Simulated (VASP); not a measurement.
# Sn3PbSe4 (I4/mmm) in VASP: single point with PBE

Aim: the single point of Sn3PbSe4 with PBE.

All numbers are computed with VASP 6.6.1; they aren't measurements. Logs are shortened: lines on timing, memory, paths and dates and some standing lists are left out, and cuts for length are marked.

### 1 The cell of the first run

It takes space group I4/mmm (No. 139, tetragonal). The conventional cell has a = 6.111 Å, b = 6.111 Å, c = 12.222 Å, α = 90.00°, β = 90.00°, γ = 90.00°. Sn (site symmetry -4m2) has 6 Se at 3.06 Å within 4.0 Å. Within 4.0 Å of Sn (site symmetry 4/mmm) lie 6 Se at 3.06 Å. Pb (site symmetry 4/mmm) has 6 Se at 3.06 Å within 4.0 Å. Within 4.0 Å of Se (site symmetry 4mm) lie 5 Sn at 3.06 Å and 1 Pb at 3.06 Å. Within 4.0 Å of Se (site symmetry mmm) lie 4 Sn at 3.06 Å and 2 Pb at 3.06 Å.

### 2 Single point, PBE

INCAR

```
SYSTEM = Sn3PbSe4
  PREC = Accurate
  ENCUT = 520
  EDIFF = 1E-7
  ISMEAR = 0
  SIGMA = 0.1
  LREAL = .False.
  LASPH = .True.
  NELM = 80
  ALGO = Normal
  ISIF = 2
  LWAVE = .False.
  LCHARG = .True.
  GGA = PE
  LELF = .True.
  LVHAR = .True.
  NBANDS = 50
```

KPOINTS

```
regular mesh
0
Gamma
  4 4 4
  0 0 0
```

POSCAR

```
Sn3PbSe4
1.0
   -3.0555894300      3.0555894300      6.1111788500
    3.0555894300     -3.0555894300      6.1111788500
    3.0555894300      3.0555894300     -6.1111788500
Sn Pb Se
3 1 4
Direct
    0.7500000000      0.2500000000      0.5000000000
    0.5000000000      0.5000000000      0.0000000000
    0.2500000000      0.7500000000      0.5000000000
    0.0000000000      0.0000000000      0.0000000000
    0.7500000000      0.7500000000      0.0000000000
    0.5000000000      0.0000000000      0.5000000000
    0.2500000000      0.2500000000      0.0000000000
    0.0000000000      0.5000000000      0.5000000000
```

Potentials or basis: VASP PAW PBE potentials, release 64 (Sn_d, Pb_d, Se).

Run with:

```bash
> cat potpaw_PBE.64/Sn_d/POTCAR potpaw_PBE.64/Pb_d/POTCAR potpaw_PBE.64/Se/POTCAR > POTCAR
> mpirun -np 1 vasp_std > vasp.out
```

OUTCAR:

```text
SYSTEM = Sn3PbSe4
   PREC = Accurate
   ENCUT = 520
   EDIFF = 1E-7
   ISMEAR = 0
   LREAL = .False.
   LASPH = .True.
   NELM = 80
   ISIF = 2
   GGA = PE

 ion  position               nearest neighbor table
   1  0.750  0.250  0.500-   6 3.06   8 3.06   7 3.06   5 3.06   5 3.06   7 3.06
   2  0.500  0.500  0.000-   5 3.06   7 3.06   6 3.06   8 3.06   6 3.06   8 3.06
   3  0.250  0.750  0.500-   6 3.06   8 3.06   7 3.06   5 3.06   7 3.06   5 3.06
   4  0.000  0.000  0.000-   5 3.06   7 3.06   6 3.06   8 3.06   8 3.06   6 3.06
   5  0.750  0.750  0.000-   2 3.06   4 3.06   3 3.06   1 3.06   1 3.06   3 3.06
   6  0.500  0.000  0.500-   1 3.06   3 3.06   2 3.06   4 3.06   2 3.06   4 3.06
   7  0.250  0.250  0.000-   2 3.06   4 3.06   3 3.06   1 3.06   3 3.06   1 3.06
   8  0.000  0.500  0.500-   1 3.06   3 3.06   2 3.06   4 3.06   4 3.06   2 3.06

  LATTYP: Found a body centered tetragonal cell.
 ALAT       =     6.1111788600
 C/A-ratio  =     1.9999999967

  Lattice vectors:

 A1 = (  -3.0555894300,   3.0555894300,   6.1111788500)
 A2 = (   3.0555894300,  -3.0555894300,   6.1111788500)
 A3 = (   3.0555894300,   3.0555894300,  -6.1111788500)

Analysis of symmetry for initial positions (statically):
=====================================================================
 Subroutine PRICEL returns:
 Original cell was already a primitive cell.

 Routine SETGRP: Setting up the symmetry group for a
 body centered tetragonal supercell.

 Subroutine GETGRP returns: Found 16 space group operations
 (whereof 16 operations were pure point group operations)
 out of a pool of 16 trial point group operations.

The static configuration has the point symmetry D_4h.

Analysis of symmetry for dynamics (positions and initial velocities):
=====================================================================
 Subroutine PRICEL returns:
 Original cell was already a primitive cell.

 Routine SETGRP: Setting up the symmetry group for a
 body centered tetragonal supercell.

 Subroutine GETGRP returns: Found 16 space group operations
 (whereof 16 operations were pure point group operations)
 out of a pool of 16 trial point group operations.

The dynamic configuration has the point symmetry D_4h.

 Subroutine INISYM returns: Found 16 space group operations
 (whereof 16 operations are pure point group operations),
 and found     1 'primitive' translations

----------------------------------------------------------------------------------------

                                     Primitive cell

  volume of cell :     228.2312

  direct lattice vectors                    reciprocal lattice vectors
    -3.055589430  3.055589430  6.111178850     0.000000000  0.163634550  0.081817275
     3.055589430 -3.055589430  6.111178850     0.163634550  0.000000000  0.081817275
     3.055589430  3.055589430 -6.111178850     0.163634550  0.163634550  0.000000000

  length of vectors
     7.484634959  7.484634959  7.484634959     0.182948988  0.182948988  0.231414199

  position of ions in fractional coordinates (direct lattice)
     0.750000000  0.250000000  0.500000000
     0.500000000  0.500000000  0.000000000
     0.250000000  0.750000000  0.500000000
     0.000000000  0.000000000  0.000000000
     0.750000000  0.750000000  0.000000000
     0.500000000  0.000000000  0.500000000
     0.250000000  0.250000000  0.000000000
     0.000000000  0.500000000  0.500000000

  ion indices of the primitive-cell ions
   primitive index   ion index
                 1           1
                 2           2
                 3           3
                 4           4
                 5           5
                 6           6
                 7           7
                 8           8

----------------------------------------------------------------------------------------

 KPOINTS: regular mesh

Automatic generation of k-mesh.
 Grid dimensions read from file:
 generate k-points for:    4    4    4

 Generating k-lattice:

  Cartesian coordinates                     Fractional coordinates (reciprocal lattice)
     0.000000000  0.040908637  0.020454319     0.250000000 -0.000000000  0.000000000
     0.040908637  0.000000000  0.020454319    -0.000000000  0.250000000  0.000000000
     0.040908637  0.040908637  0.000000000     0.000000000  0.000000000  0.250000000

  Length of vectors
     0.045737247  0.045737247  0.057853550

  Shift w.r.t. Gamma in fractional coordinates (k-lattice)
     0.000000000  0.000000000  0.000000000

 Subroutine IBZKPT returns following result:
 ===========================================

 Found     13 irreducible k-points:

 Following reciprocal coordinates:
            Coordinates               Weight
  0.000000  0.000000  0.000000      1.000000
  0.250000  0.000000  0.000000      8.000000
  0.500000  0.000000  0.000000      4.000000
  0.250000  0.250000  0.000000      8.000000
  0.500000  0.250000  0.000000     16.000000
 -0.250000  0.250000  0.000000      4.000000
  0.500000  0.500000  0.000000      2.000000
  0.250000  0.250000  0.250000      2.000000
 -0.250000  0.250000  0.250000      4.000000
  0.500000  0.500000  0.250000      4.000000
 -0.250000  0.500000  0.250000      8.000000
 -0.250000 -0.250000  0.250000      2.000000
  0.500000  0.500000  0.500000      1.000000
   k-points           NKPTS =     13   k-points in BZ     NKDIM =     13   number of bands    NBANDS=     50
   number of dos      NEDOS =    301   number of ions     NIONS =      8
   total plane-waves  NPLWV = 175616
   dimension x,y,z NGX =    56 NGY =   56 NGZ =   56
   dimension x,y,z NGXF=   112 NGYF=  112 NGZF=  112
   ions per type =               3   1   4
   NGX,Y,Z   is equivalent  to a cutoff of  12.44, 12.44, 12.44 a.u.
   NGXF,Y,Z  is equivalent  to a cutoff of  24.88, 24.88, 24.88 a.u.
 SYSTEM =  Sn3PbSe4
   PREC   = accura    normal or accurate (medium, high low for compatibility)
   ISTART =      0    job   : 0-new  1-cont  2-samecut
   ICHARG =      2    charge: 1-file 2-atom 10-const
   ISPIN  =      1    spin polarized calculation?
   LNONCOLLINEAR =      F non collinear calculations
   LSORBIT =      F    spin-orbit coupling
   LASPH  =      T    aspherical Exc in radial PAW
   ENCUT  =  520.0 eV  38.22 Ry    6.18 a.u.  13.92 13.92 13.92*2*pi/ulx,y,z
   NELM   =     80;   NELMIN=  2; NELMDL= -5     # of ELM steps
   EDIFF  = 0.1E-06   stopping-criterion for ELM
   LREAL  =      F    real-space projection
   EDIFFG = 0.1E-05   stopping-criterion for IOM
   NSW    =      0    number of steps for IOM
   IBRION =     -1    ionic relax: 0-MD 1-quasi-New 2-CG
   NFREE  =      0    steps in history (QN), initial steepest desc. (CG)
   ISIF   =      2    stress and relaxation
   ISYM   =      2    0-nonsym 1-usesym 2-fastsym
   POTIM  = 0.5000    time-step for ionic-motion
   TEBEG  =    0.0;   TEEND  =   0.0 temperature during run
   PSTRESS=    0.0 pullay stress
   NELECT =      80.0000    total number of electrons
   NUPDOWN=      -1.0000    fix difference up-down
   EMIN   =  10.00;   EMAX   =-10.00  energy-range for DOS
   EFERMI =   0.00;   METHOD = LEGACY
   ISMEAR =     0;   SIGMA  =   0.10  broadening in eV -4-tet -1-fermi 0-gaus
   EFERMI_NEDOS =   21; number of points for ismear=-14 and -15
   IALGO  =     38    algorithm
   IMIX   =      4    mixing-type and parameters
     AMIX     =   0.40;   BMIX     =  1.00
     AMIX_MAG =   1.60;   BMIX_MAG =  1.00
  volume/ion in A,a.u.               =      28.53       192.52
  Fermi-wavevector in a.u.,A,eV,Ry     =   1.154285  2.181283 18.128056  1.332375
  Thomas-Fermi vector in A             =   2.290923
   LORBIT       =      0    0 simple, 1 ext, 2 COOP (PROOUT), +10 PAW based schemes
   GGA     = PE    functional components
   LHFCALC =     F    Hartree Fock is set to
   AEXX    =    0.0000 exact exchange contribution
   IVDW    =     0    specifies the selected vdW correction
   LEPSILON=     F    determine dielectric tensor
   LRPA    =     F    only Hartree local field effects (RPA)
 non-spin polarized calculation
 Gauss-broadening in eV      SIGMA  =   0.10
  energy-cutoff  :      520.00
  volume of cell :      228.23
 maximum number of plane-waves:      6190
   NGX = 27   NGY = 27   NGZ = 27

 number of electron      80.0000008 magnetization

 Free energy of the ion-electron system (eV)
  ---------------------------------------------------
  ext. energy  EPLUGINS =         0.00000000
  ---------------------------------------------------
  free energy    TOTEN  =       -32.76580699 eV

  energy without entropy =      -32.76244937  energy(sigma->0) =      -32.76412818

 E-fermi :   5.2705     XC(G=0):  -9.4363

 val. band max:        5.2021867753   @ k =   0.5000   0.5000   0.0000
 cond. band min:       5.3139010055   @ k =   0.5000   0.5000   0.0000
 fundamental gap:      0.1117142302
 Fermi energy:         5.2705180734

 k-point     1 :       0.0000    0.0000    0.0000
  band No.  band energies     occupation
      1     -16.4939      2.00000
      2     -16.4912      2.00000
      3     -16.4878      2.00000
      4     -16.4838      2.00000
      5     -16.4831      2.00000
      6     -16.4831      2.00000
[... 42 lines left out ...]
     49       9.8448      0.00000
     50       9.8457      0.00000

 k-point     2 :       0.2500    0.0000    0.0000
  band No.  band energies     occupation
      1     -16.4932      2.00000
      2     -16.4882      2.00000
      3     -16.4871      2.00000
      4     -16.4837      2.00000
      5     -16.4820      2.00000
      6     -16.4817      2.00000
[... 42 lines left out ...]
     49       9.1785      0.00000
     50       9.3483      0.00000

 k-point     3 :       0.5000    0.0000    0.0000
  band No.  band energies     occupation
      1     -16.4920      2.00000
      2     -16.4877      2.00000
      3     -16.4842      2.00000
      4     -16.4830      2.00000
      5     -16.4811      2.00000
      6     -16.4803      2.00000
[... 42 lines left out ...]
     49       9.0662      0.00000
     50       9.0731      0.00000

 k-point     4 :       0.2500    0.2500    0.0000
  band No.  band energies     occupation
      1     -16.4921      2.00000
      2     -16.4882      2.00000
      3     -16.4846      2.00000
      4     -16.4836      2.00000
      5     -16.4825      2.00000
      6     -16.4807      2.00000
[... 416 lines left out ...]
 k-point    12 :      -0.2500   -0.2500    0.2500
  band No.  band energies     occupation
      1     -16.4968      2.00000
      2     -16.4898      2.00000
      3     -16.4869      2.00000
      4     -16.4842      2.00000
      5     -16.4842      2.00000
      6     -16.4834      2.00000
[... 42 lines left out ...]
     49       9.5299      0.00000
     50      10.0316      0.00000

 k-point    13 :       0.5000    0.5000    0.5000
  band No.  band energies     occupation
      1     -16.4984      2.00000
      2     -16.4916      2.00000
      3     -16.4851      2.00000
      4     -16.4851      2.00000
      5     -16.4829      2.00000
      6     -16.4817      2.00000
[... 42 lines left out ...]
     49       9.5792      0.00000
     50       9.5793      0.00000

------------------------ aborting loop because EDIFF is reached ----------------------------------------

  FORCE on cell =-STRESS in cart. coord.  units (eV):
  Direction    XX          YY          ZZ          XY          YZ          ZX
  --------------------------------------------------------------------------------------
  -------------------------------------------------------------------------------------
  Total       -0.1574140     -0.1574140     -0.9706056      0.0000000      0.0000000      0.0000000
  in kB       -1.1050423     -1.1050423     -6.8136276      0.0000000      0.0000000      0.0000000
  external PRESSURE =      -3.0079041 kB  Pullay stress =       0.0000000 kB

 VOLUME and BASIS-vectors are now :
 -----------------------------------------------------------------------------
  energy-cutoff  :      520.00
  volume of cell :      228.23
      direct lattice vectors                 reciprocal lattice vectors
    -3.055589430  3.055589430  6.111178850     0.000000000  0.163634550  0.081817275
     3.055589430 -3.055589430  6.111178850     0.163634550  0.000000000  0.081817275
     3.055589430  3.055589430 -6.111178850     0.163634550  0.163634550  0.000000000

 POSITION                                       TOTAL-FORCE (eV/Angst)
 -----------------------------------------------------------------------------------
     -0.00000      3.05559      3.05559        -0.000000     -0.000000      0.000000
      0.00000      0.00000      6.11118        -0.000000     -0.000000      0.000000
      3.05559     -0.00000      3.05559        -0.000000     -0.000000      0.000000
      0.00000      0.00000      0.00000        -0.000000     -0.000000      0.000000
      0.00000      0.00000      9.16677        -0.000000     -0.000000     -0.208514
      0.00000      3.05559      0.00000        -0.000000     -0.000000      0.000000
      0.00000      0.00000      3.05559         0.000000      0.000000      0.208514
      3.05559      0.00000      0.00000        -0.000000     -0.000000      0.000000
 -----------------------------------------------------------------------------------
    total drift:                               -0.000000     -0.000000      0.000000

  FREE ENERGIE OF THE ION-ELECTRON SYSTEM (eV)
  ---------------------------------------------------
  free  energy   TOTEN  =       -32.7658069907 eV

  energy  without entropy=      -32.7624493733  energy(sigma->0) =      -32.76412818
```

Wall time 4.5 min (1 thread of AMD EPYC 7R13 (Zen 3), shared host); peak memory 0.47 GiB.

What came out:

| Quantity | Value |
| --- | --- |
| Free energy | -32.7658 eV |
| Pressure | -0.3 GPa |
| Largest force | 0.209 eV/Å |
| Band gap on the k mesh | 0.11 eV, direct |

Forces in eV/Å, atoms in the order of the input:
```
Sn   0.000  0.000  0.000
Sn   0.000  0.000  0.000
Sn   0.000  0.000  0.000
Pb   0.000  0.000  0.000
Se   0.000  0.000 -0.209
Se   0.000  0.000  0.000
Se   0.000  0.000  0.209
Se   0.000  0.000  0.000
```

Caveat: spin-orbit coupling is left out, which moves the levels of the heavy elements.
